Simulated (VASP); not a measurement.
The system is Be2H3.

```
Be H
1.0
     4.71791    0.00000    0.00000
     0.00000    4.71791    0.00000
     0.00000    0.00000    3.19631
Be H
4 6
Direct
  0.23584 0.00000 0.50000
  0.76416 0.00000 0.50000
  0.00000 0.23584 0.50000
  0.00000 0.76416 0.50000
  0.00000 0.50000 0.00000
  0.50000 0.00000 0.00000
  0.81341 0.50000 0.00000
  0.18659 0.50000 0.00000
  0.50000 0.81341 0.00000
  0.50000 0.18659 0.00000
```

The cell was built from a structure type or drawn by symmetry, and may not be a known phase.

```yaml
Program: VASP 6.6.1
Task: relaxation of cell and atoms
Functional: PBE
Potentials_or_basis: VASP PAW PBE potentials, release 64 (Be, H_h)
Cutoff: 910 eV
k_mesh: 4 × 4 × 6
Occupations: gaussian, width 0.1 eV
Spin: no spin polarisation
```

At the start: pressure 28.1 GPa; volume 7.11 Å³/atom.

Where does the relaxation end?

Over 17 steps the energy falls by 674.6 meV/atom and the volume is 7.73 Å³/atom (+8.7 %); space group P4/mmm (No. 123, to 0.1 Å) before and after.

The path:
```tsv
step	energy change (eV)	largest force (eV/Å)	pressure (GPa)	volume (Å³)
1	0.0000	9.2701	28.12	71.15
2	-5.0749	3.6073	1.40	84.45
3	-6.0816	0.3891	1.09	79.67
4	-6.0845	0.3602	0.90	79.93
5	-6.2103	0.1913	-0.92	80.49
6	-6.3068	0.3551	-3.07	81.23
7	-6.3282	0.5023	-4.03	81.56
8	-6.4259	0.5171	-3.92	80.67
9	-6.6195	0.5989	-2.38	77.84
10	-6.6284	0.6220	-1.59	76.39
11	-6.6341	0.6228	-1.88	76.88
12	-6.7105	0.3648	-0.19	75.71
13	-6.7313	0.0882	1.39	74.75
14	-6.7389	0.0443	1.04	75.43
15	-6.7451	0.0681	0.26	77.14
16	-6.7453	0.0494	0.38	76.86
17	-6.7465	0.0097	-0.01	77.30
```

Final structure:
```
CELL_PARAMETERS angstrom
5.33395 0.00000 0.00000
0.00000 5.33395 0.00000
0.00000 0.00000 2.71708
ATOMIC_POSITIONS crystal
Be 0.29622 0.00000 0.50000
Be 0.70378 0.00000 0.50000
Be 0.00000 0.29622 0.50000
Be 0.00000 0.70378 0.50000
H 0.00000 0.50000 0.00000
H 0.50000 0.00000 0.00000
H 0.80358 0.50000 0.00000
H 0.19642 0.50000 0.00000
H 0.50000 0.80358 0.00000
H 0.50000 0.19642 0.00000
```
